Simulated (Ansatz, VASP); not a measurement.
Given: the input of a run of VASP 6.6.1 on TaN.

The input POSCAR:

```
TaN
1.0
    0.0000000000      2.1661812927      2.1661812927
    2.1661812927      0.0000000000      2.1661812927
    2.1661812927      2.1661812927      0.0000000000
Ta N
1 1
Direct
    0.5000000000      0.5000000000      0.5000000000
    0.0000000000      0.0000000000      0.0000000000
```

INCAR.step1

```
SYSTEM = TaN
ALGO     = Normal         ! electronic algorithm
EDIFF    = 1E-5           ! SCF threshold, eV
ENCUT    = 520            ! plane-wave cutoff, eV
GGA      = PE             ! functional
ISIF     = 2              ! what is computed and relaxed
ISMEAR   = -1             ! smearing method
LASPH    = .TRUE.         ! aspherical terms in the spheres
LCHARG   = .FALSE.        ! write CHGCAR
LREAL    = .FALSE.        ! projectors in reciprocal space
LWAVE    = .TRUE.         ! write WAVECAR
NBANDS   = 15             ! bands
NELM     = 60             ! most SCF steps
PREC     = Accurate       ! precision mode
SIGMA    = 0.05           ! smearing width, eV
```

The input INCAR.step2:

```
SYSTEM = TaN
AEXX     = 0.25           ! exact-exchange fraction
ALGO     = Normal         ! electronic algorithm
EDIFF    = 1E-6           ! SCF threshold, eV
ENCUT    = 520            ! plane-wave cutoff, eV
GGA      = PE             ! functional
ISIF     = 2              ! what is computed and relaxed
ISMEAR   = -1             ! smearing method
ISTART   = 1            
LASPH    = .TRUE.         ! aspherical terms in the spheres
LCHARG   = .FALSE.        ! write CHGCAR
LHFCALC  = .TRUE.         ! exact exchange
LREAL    = .FALSE.        ! projectors in reciprocal space
LWAVE    = .FALSE.        ! write WAVECAR
NBANDS   = 15             ! bands
NELM     = 60             ! most SCF steps
PREC     = Accurate       ! precision mode
PRECFOCK = Normal       
SIGMA    = 0.05           ! smearing width, eV
```

File KPOINTS:

```
k-points
0
G
  6 6 6
  0 0 0
```

Potentials or basis: VASP PAW PBE potentials, release 64 (Ta_pv, N).

Launch:

```bash
$ cat potpaw_PBE.64/Ta_pv/POTCAR potpaw_PBE.64/N/POTCAR > POTCAR
$ cp INCAR.step1 INCAR
$ mpirun -np 1 vasp_std > vasp.out
$ cp INCAR.step2 INCAR
$ mpirun -np 1 vasp_std > vasp.out
```

Q: Set up the same calculation for Ansatz 0.2.0. Potentials there: Ansatz PAW.

A: As run (the cutoff follows the program's own potentials):

Contents of input.yaml:

```yaml
crystal:
  lattice:
    - [0.0, 2.1661812927, 2.1661812927]
    - [2.1661812927, 0.0, 2.1661812927]
    - [2.1661812927, 2.1661812927, 0.0]
  atoms:
    - { symbol: Ta, position: [0.5, 0.5, 0.5] }
    - { symbol: "N", position: [0.0, 0.0, 0.0] }
hamiltonian:
  xc: pbe0
  pseudopotentials: { kind: paw }
kpoints:
  mp_grid: { grid: [6, 6, 6] }
scf:
  occupations: { method: fermi_dirac, width: 0.05 }
output:
  forces: true
  stress: true
  eigenvalues: true
```

Potentials or basis: Ansatz PAW.

Command:

```sh
$ ansatz run input.yaml --threads 2 --pin off --max-ram 5632MiB --backend cpu --events-out ev --progress --plain --runs-dir out
```

Both were run:

|  | VASP | Ansatz | Ansatz less VASP |
| --- | --- | --- | --- |
| gap on the k mesh at the Fermi level (eV) | none | none | - |
| pressure (GPa) | 13.4 | 13.7 | +0.35 |

A gap of «none» marks a metal or a gap that the smearing closes. VASP's potentials hold 16 valence electrons a cell and Ansatz's 18, so a difference there can come from the potentials and not from the codes.

The k mesh is coarse, so the values compare programs but aren't converged. Neither program's run includes spin-orbit coupling.
